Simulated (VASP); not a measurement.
# ZnCF6 (Fm-3m) in VASP: notebook

ZnCF6 is run at these levels: PBE; tasks: single point, relaxation of cell and atoms.

Program: VASP 6.6.1. These are calculated values, not measurements. Logs are shortened: lines on timing, memory, paths and dates and some standing lists are left out, and cuts for length are marked.

### 1 The cell of the first run

The structure is cubic, space group Fm-3m (No. 225). Conventional cell: a = 7.223 Å, b = 7.223 Å, c = 7.223 Å, α = 90.00°, β = 90.00°, γ = 90.00°. Zn (site symmetry m-3m) has 6 F at 2.04 Å within 2.7 Å. Within 2.1 Å of C (site symmetry m-3m) lie 6 F at 1.57 Å. Within 2.1 Å of F (site symmetry 4mm) lie 1 C at 1.57 Å and 1 Zn at 2.04 Å.

The cell was generated, and may not be a known phase.

### 2 Single point, PBE

The input, INCAR:

```
SYSTEM = ZnCF6
ALGO = Normal ; EDIFF = 1E-6
ENCUT = 520 ; GGA = PE
ISIF = 2 ; ISMEAR = 0
LASPH = .True. ; LCHARG = .False.
LREAL = .False. ; LWAVE = .False.
NBANDS = 39 ; NELM = 100
PREC = Accurate ; SIGMA = 0.02
```

The input, KPOINTS:

```
k-points
0
Gamma
  6 6 6
  0 0 0
```

The input, POSCAR:

```
ZnCF6
1.0
    0.0000000000      3.6115512542      3.6115512542
    3.6115512542      0.0000000000      3.6115512542
    3.6115512542      3.6115512542      0.0000000000
Zn C F
1 1 6
Direct
    0.5000000000      0.5000000000      0.5000000000
    0.0000000000      0.0000000000      0.0000000000
    0.2169169743      0.2169169743      0.7830830257
    0.7830830257      0.7830830257      0.2169169743
    0.7830830257      0.2169169743      0.2169169743
    0.2169169743      0.7830830257      0.7830830257
    0.2169169743      0.7830830257      0.2169169743
    0.7830830257      0.2169169743      0.7830830257
```

Potentials or basis: VASP PAW PBE potentials, release 64 (Zn, C, F).

On the command line:

```sh
cat potpaw_PBE.64/Zn/POTCAR potpaw_PBE.64/C/POTCAR potpaw_PBE.64/F/POTCAR > POTCAR
mpirun -np 1 vasp_std > vasp.out
```

OUTCAR:

```text
SYSTEM = ZnCF6
   EDIFF = 1E-6
   ENCUT = 520
   GGA = PE
   ISIF = 2
   ISMEAR = 0
   LASPH = .True.
   LREAL = .False.
   NELM = 100
   PREC = Accurate

 ion  position               nearest neighbor table
   1  0.500  0.500  0.500-   3 2.04   4 2.04   5 2.04   6 2.04   7 2.04   8 2.04
   2  0.000  0.000  0.000-   3 1.57   4 1.57   5 1.57   6 1.57   7 1.57   8 1.57
   3  0.217  0.217  0.783-   2 1.57   1 2.04
   4  0.783  0.783  0.217-   2 1.57   1 2.04
   5  0.783  0.217  0.217-   2 1.57   1 2.04
   6  0.217  0.783  0.783-   2 1.57   1 2.04
   7  0.217  0.783  0.217-   2 1.57   1 2.04
   8  0.783  0.217  0.783-   2 1.57   1 2.04

  LATTYP: Found a face centered cubic cell.
 ALAT       =     7.2231025084

  Lattice vectors:

 A1 = (   0.0000000000,   3.6115512542,   3.6115512542)
 A2 = (   3.6115512542,   0.0000000000,   3.6115512542)
 A3 = (   3.6115512542,   3.6115512542,   0.0000000000)

Analysis of symmetry for initial positions (statically):
=====================================================================
 Subroutine PRICEL returns:
 Original cell was already a primitive cell.

 Routine SETGRP: Setting up the symmetry group for a
 face centered cubic supercell.

 Subroutine GETGRP returns: Found 48 space group operations
 (whereof 48 operations were pure point group operations)
 out of a pool of 48 trial point group operations.

The static configuration has the point symmetry O_h .

Analysis of symmetry for dynamics (positions and initial velocities):
=====================================================================
 Subroutine PRICEL returns:
 Original cell was already a primitive cell.

 Routine SETGRP: Setting up the symmetry group for a
 face centered cubic supercell.

 Subroutine GETGRP returns: Found 48 space group operations
 (whereof 48 operations were pure point group operations)
 out of a pool of 48 trial point group operations.

The dynamic configuration has the point symmetry O_h .

 Subroutine INISYM returns: Found 48 space group operations
 (whereof 48 operations are pure point group operations),
 and found     1 'primitive' translations

----------------------------------------------------------------------------------------

                                     Primitive cell

  volume of cell :      94.2131

  direct lattice vectors                    reciprocal lattice vectors
     0.000000000  3.611551254  3.611551254    -0.138444664  0.138444664  0.138444664
     3.611551254  0.000000000  3.611551254     0.138444664 -0.138444664  0.138444664
     3.611551254  3.611551254  0.000000000     0.138444664  0.138444664 -0.138444664

  length of vectors
     5.107504765  5.107504765  5.107504765     0.239793192  0.239793192  0.239793192

  position of ions in fractional coordinates (direct lattice)
     0.500000000  0.500000000  0.500000000
     0.000000000  0.000000000  0.000000000
     0.216916974  0.216916974  0.783083026
     0.783083026  0.783083026  0.216916974
     0.783083026  0.216916974  0.216916974
     0.216916974  0.783083026  0.783083026
     0.216916974  0.783083026  0.216916974
     0.783083026  0.216916974  0.783083026

  ion indices of the primitive-cell ions
   primitive index   ion index
                 1           1
                 2           2
                 3           3
                 4           4
                 5           5
                 6           6
                 7           7
                 8           8

----------------------------------------------------------------------------------------

 KPOINTS: k-points

Automatic generation of k-mesh.
 Grid dimensions read from file:
 generate k-points for:    6    6    6

 Generating k-lattice:

  Cartesian coordinates                     Fractional coordinates (reciprocal lattice)
    -0.023074111  0.023074111  0.023074111     0.166666667  0.000000000  0.000000000
     0.023074111 -0.023074111  0.023074111     0.000000000  0.166666667  0.000000000
     0.023074111  0.023074111 -0.023074111     0.000000000  0.000000000  0.166666667

  Length of vectors
     0.039965532  0.039965532  0.039965532

  Shift w.r.t. Gamma in fractional coordinates (k-lattice)
     0.000000000  0.000000000  0.000000000

 Subroutine IBZKPT returns following result:
 ===========================================

 Found     16 irreducible k-points:

 Following reciprocal coordinates:
            Coordinates               Weight
  0.000000  0.000000  0.000000      1.000000
  0.166667  0.000000  0.000000      8.000000
  0.333333  0.000000  0.000000      8.000000
  0.500000  0.000000  0.000000      4.000000
  0.166667  0.166667  0.000000      6.000000
  0.333333  0.166667  0.000000     24.000000
[... 8 lines left out ...]
 -0.333333  0.333333  0.166667     24.000000
 -0.333333  0.500000  0.166667     12.000000
   k-points           NKPTS =     16   k-points in BZ     NKDIM =     16   number of bands    NBANDS=     39
   number of dos      NEDOS =    301   number of ions     NIONS =      8
   total plane-waves  NPLWV =  64000
   dimension x,y,z NGX =    40 NGY =   40 NGZ =   40
   dimension x,y,z NGXF=    80 NGYF=   80 NGZF=   80
   ions per type =               1   1   6
   NGX,Y,Z   is equivalent  to a cutoff of  13.02, 13.02, 13.02 a.u.
   NGXF,Y,Z  is equivalent  to a cutoff of  26.04, 26.04, 26.04 a.u.
 SYSTEM =  ZnCF6
   PREC   = accura    normal or accurate (medium, high low for compatibility)
   ISTART =      0    job   : 0-new  1-cont  2-samecut
   ICHARG =      2    charge: 1-file 2-atom 10-const
   ISPIN  =      1    spin polarized calculation?
   LNONCOLLINEAR =      F non collinear calculations
   LSORBIT =      F    spin-orbit coupling
   LASPH  =      T    aspherical Exc in radial PAW
   ENCUT  =  520.0 eV  38.22 Ry    6.18 a.u.   9.50  9.50  9.50*2*pi/ulx,y,z
   NELM   =    100;   NELMIN=  2; NELMDL= -5     # of ELM steps
   EDIFF  = 0.1E-05   stopping-criterion for ELM
   LREAL  =      F    real-space projection
   EDIFFG = 0.1E-04   stopping-criterion for IOM
   NSW    =      0    number of steps for IOM
   IBRION =     -1    ionic relax: 0-MD 1-quasi-New 2-CG
   NFREE  =      0    steps in history (QN), initial steepest desc. (CG)
   ISIF   =      2    stress and relaxation
   ISYM   =      2    0-nonsym 1-usesym 2-fastsym
   POTIM  = 0.5000    time-step for ionic-motion
   TEBEG  =    0.0;   TEEND  =   0.0 temperature during run
   PSTRESS=    0.0 pullay stress
   NELECT =      58.0000    total number of electrons
   NUPDOWN=      -1.0000    fix difference up-down
   EMIN   =  10.00;   EMAX   =-10.00  energy-range for DOS
   EFERMI =   0.00;   METHOD = LEGACY
   ISMEAR =     0;   SIGMA  =   0.02  broadening in eV -4-tet -1-fermi 0-gaus
   EFERMI_NEDOS =   21; number of points for ismear=-14 and -15
   IALGO  =     38    algorithm
   IMIX   =      4    mixing-type and parameters
     AMIX     =   0.40;   BMIX     =  1.00
     AMIX_MAG =   1.60;   BMIX_MAG =  1.00
  volume/ion in A,a.u.               =      11.78        79.47
  Fermi-wavevector in a.u.,A,eV,Ry     =   1.392666  2.631758 26.388761  1.939519
  Thomas-Fermi vector in A             =   2.516387
   LORBIT       =      0    0 simple, 1 ext, 2 COOP (PROOUT), +10 PAW based schemes
   GGA     = PE    functional components
   LHFCALC =     F    Hartree Fock is set to
   AEXX    =    0.0000 exact exchange contribution
   IVDW    =     0    specifies the selected vdW correction
   LEPSILON=     F    determine dielectric tensor
   LRPA    =     F    only Hartree local field effects (RPA)
 non-spin polarized calculation
 Gauss-broadening in eV      SIGMA  =   0.02
  energy-cutoff  :      520.00
  volume of cell :       94.21
 maximum number of plane-waves:      2637
 NGX is ok and might be reduce to    40
   NGX = 19   NGY = 19   NGZ = 19

 number of electron      58.0000035 magnetization

 Free energy of the ion-electron system (eV)
  ---------------------------------------------------
  ext. energy  EPLUGINS =         0.00000000
  ---------------------------------------------------
  free energy    TOTEN  =       -31.03695590 eV

  energy without entropy =      -31.03695590  energy(sigma->0) =      -31.03695590

 E-fermi :  -2.2712     XC(G=0):  -9.1778

 val. band max:       -2.4548115922   @ k =   0.0000   0.0000   0.0000
 cond. band min:       0.3348319786   @ k =   0.0000   0.0000   0.0000
 fundamental gap:      2.7896435708
 Fermi energy:        -2.2712003300

 k-point     1 :       0.0000    0.0000    0.0000
  band No.  band energies     occupation
      1     -26.1979      2.00000
      2     -23.9552      2.00000
      3     -23.9552      2.00000
      4     -23.9552      2.00000
      5     -22.8988      2.00000
      6     -22.8988      2.00000
[... 31 lines left out ...]
     38      12.0717      0.00000
     39      12.0717      0.00000

 k-point     2 :       0.1667    0.0000    0.0000
  band No.  band energies     occupation
      1     -26.1704      2.00000
      2     -24.0026      2.00000
      3     -23.9471      2.00000
      4     -23.9471      2.00000
      5     -22.9102      2.00000
      6     -22.9102      2.00000
[... 31 lines left out ...]
     38      11.6992      0.00000
     39      11.9073      0.00000

 k-point     3 :       0.3333    0.0000    0.0000
  band No.  band energies     occupation
      1     -26.1125      2.00000
      2     -24.1016      2.00000
      3     -23.9313      2.00000
      4     -23.9313      2.00000
      5     -22.9346      2.00000
      6     -22.9346      2.00000
[... 496 lines left out ...]
 k-point    15 :      -0.3333    0.3333    0.1667
  band No.  band energies     occupation
      1     -26.0623      2.00000
      2     -24.0687      2.00000
      3     -23.9710      2.00000
      4     -23.9520      2.00000
      5     -23.0254      2.00000
      6     -22.9298      2.00000
[... 31 lines left out ...]
     38      12.2132      0.00000
     39      12.7298      0.00000

 k-point    16 :      -0.3333    0.5000    0.1667
  band No.  band energies     occupation
      1     -26.0570      2.00000
      2     -24.0047      2.00000
      3     -23.9922      2.00000
      4     -23.9810      2.00000
      5     -23.0745      2.00000
      6     -22.9115      2.00000
[... 31 lines left out ...]
     38      11.9769      0.00000
     39      13.0626      0.00000

------------------------ aborting loop because EDIFF is reached ----------------------------------------

  FORCE on cell =-STRESS in cart. coord.  units (eV):
  Direction    XX          YY          ZZ          XY          YZ          ZX
  --------------------------------------------------------------------------------------
  -------------------------------------------------------------------------------------
  Total        0.1959387      0.1959387      0.1959387      0.0000000      0.0000000     -0.0000000
  in kB        3.3321104      3.3321104      3.3321104      0.0000000      0.0000000     -0.0000000
  external PRESSURE =       3.3321104 kB  Pullay stress =       0.0000000 kB

 VOLUME and BASIS-vectors are now :
 -----------------------------------------------------------------------------
  energy-cutoff  :      520.00
  volume of cell :       94.21
      direct lattice vectors                 reciprocal lattice vectors
     0.000000000  3.611551254  3.611551254    -0.138444664  0.138444664  0.138444664
     3.611551254  0.000000000  3.611551254     0.138444664 -0.138444664  0.138444664
     3.611551254  3.611551254  0.000000000     0.138444664  0.138444664 -0.138444664

 POSITION                                       TOTAL-FORCE (eV/Angst)
 -----------------------------------------------------------------------------------
      3.61155      3.61155      3.61155         0.000000      0.000000     -0.000000
      0.00000      0.00000      0.00000         0.000000      0.000000      0.000000
      3.61155      3.61155      1.56681         0.000000      0.000000      0.054922
      3.61155      3.61155      5.65629         0.000000      0.000000     -0.054922
      1.56681      3.61155      3.61155         0.054922      0.000000      0.000000
      5.65629      3.61155      3.61155        -0.054922      0.000000      0.000000
      3.61155      1.56681      3.61155         0.000000      0.054922      0.000000
      3.61155      5.65629      3.61155         0.000000     -0.054922      0.000000
 -----------------------------------------------------------------------------------
    total drift:                               -0.000000     -0.000000      0.000000

  FREE ENERGIE OF THE ION-ELECTRON SYSTEM (eV)
  ---------------------------------------------------
  free  energy   TOTEN  =       -31.0369558965 eV

  energy  without entropy=      -31.0369558965  energy(sigma->0) =      -31.03695590
```

It took 28 s on 1 thread of Intel Xeon 6975P-C (Granite Rapids), shared host; peak memory 0.25 GiB.

What came out:

```yaml
Free_energy: -31.0370 eV
Pressure: 0.3 GPa
Largest_force: 0.055 eV/Å
Band_gap_on_the_k_mesh: 2.79 eV
```

Forces in eV/Å, atoms in the order of the input:
```
Zn   0.000  0.000  0.000
C    0.000  0.000  0.000
F    0.000  0.000  0.055
F    0.000  0.000 -0.055
F    0.055  0.000  0.000
F   -0.055  0.000  0.000
F    0.000  0.055  0.000
F    0.000 -0.055  0.000
```

A k mesh can miss the band edges.

### 3 Relaxation of cell and atoms, PBE

This run uses another cell than the first one, of 11.74 Å³/atom.

The input, INCAR:

```
SYSTEM = ZnCF6
PREC     = Accurate       ! precision mode
ENCUT    = 600            ! plane-wave cutoff, eV
EDIFF    = 1E-7           ! SCF threshold, eV
ISMEAR   = 0              ! smearing method
SIGMA    = 0.02           ! smearing width, eV
LREAL    = .False.        ! projectors in reciprocal space
LASPH    = .True.         ! aspherical terms in the spheres
NELM     = 100            ! most SCF steps
ALGO     = Normal         ! electronic algorithm
ISIF     = 3              ! what is computed and relaxed
LWAVE    = .False.        ! write WAVECAR
LCHARG   = .False.        ! write CHGCAR
GGA      = PE             ! functional
IBRION   = 2              ! ionic algorithm
NSW      = 100            ! ionic steps
EDIFFG   = -0.01          ! ionic threshold
```

The input, KPOINTS:

```
regular mesh
0
Gamma
  6 6 6
  0 0 0
```

The input, POSCAR:

```
ZnCF6
1.0
    0.0000000000      3.6080908655      3.6080908655
    3.6080908655      0.0000000000      3.6080908655
    3.6080908655      3.6080908655      0.0000000000
Zn C F
1 1 6
Direct
    0.5000000000      0.5000000000      0.5000000000
    0.0000000000      0.0000000000      0.0000000000
    0.2171668525      0.2171668525      0.7828331475
    0.7828331475      0.7828331475      0.2171668525
    0.7828331475      0.2171668525      0.2171668525
    0.2171668525      0.7828331475      0.7828331475
    0.2171668525      0.7828331475      0.2171668525
    0.7828331475      0.2171668525      0.7828331475
```

Potentials or basis: VASP PAW PBE potentials, release 64 (Zn, C, F).

On the command line:

```sh
cat potpaw_PBE.64/Zn/POTCAR potpaw_PBE.64/C/POTCAR potpaw_PBE.64/F/POTCAR > POTCAR
mpirun -np 1 vasp_std > vasp.out
```

It took 1.8 min on 1 thread of Intel Xeon 6975P-C (Granite Rapids), shared host; peak memory 0.29 GiB.

The run converged. Its results:

```yaml
Free_energy: -31.0511 eV
Relaxed_volume: 11.78 Å³/atom
Relaxed_cell: a = 5.108 Å, b = 5.108 Å, c = 5.108 Å, α = 60.00°, β = 60.00°, γ = 60.00°
Space_group_after_relaxing_to_0.1_Å: Fm-3m (No. 225)
Energy_gained_by_relaxing: 0.0 meV/atom
Ionic_steps: 4
Pressure_after_relaxing: 0.0 GPa
Band_gap_on_the_k_mesh: 2.78 eV
```

The path:
```csv
step,energy change (eV),largest force (eV/Å),pressure (GPa),volume (Å³)
1,0.0000,0.0123,0.32,93.94
2,-0.0002,0.0343,-0.10,94.26
3,-0.0002,0.0187,0.04,94.15
4,-0.0003,0.0008,0.00,94.23
```

Final structure:
```xyz
8
Lattice="0.0000 3.6118 3.6118 3.6118 0.0000 3.6118 3.6118 3.6118 0.0000" Properties=species:S:1:pos:R:3 pbc="T T T"
Zn    3.6118    3.6118    3.6118
C     3.6118    0.0000    3.6118
F     3.6118    3.6118    1.5684
F     3.6118    3.6118    5.6552
F     1.5684    3.6118    3.6118
F     5.6552    3.6118    3.6118
F     3.6118    1.5684    3.6118
F     3.6118    5.6552    3.6118
```

Levels at points of the mesh, in eV from the valence-band top:
| k point | band 26 | band 27 | band 28 | band 29 | band 30 | band 31 | band 32 | band 33 |
| --- | --- | --- | --- | --- | --- | --- | --- | --- |
| (0.00, 0.00, 0.00) | -0.85 | 0.00 | 0.00 | 0.00 | 2.78 | 8.05 | 8.05 | 8.05 |
| (0.50, 0.00, 0.00) | -0.83 | -0.31 | -0.31 | -0.20 | 5.35 | 5.60 | 9.43 | 9.43 |
| (0.50, 0.50, 0.00) | -0.85 | -0.34 | -0.34 | -0.01 | 5.95 | 8.39 | 8.57 | 8.57 |

A k mesh can miss the band edges.
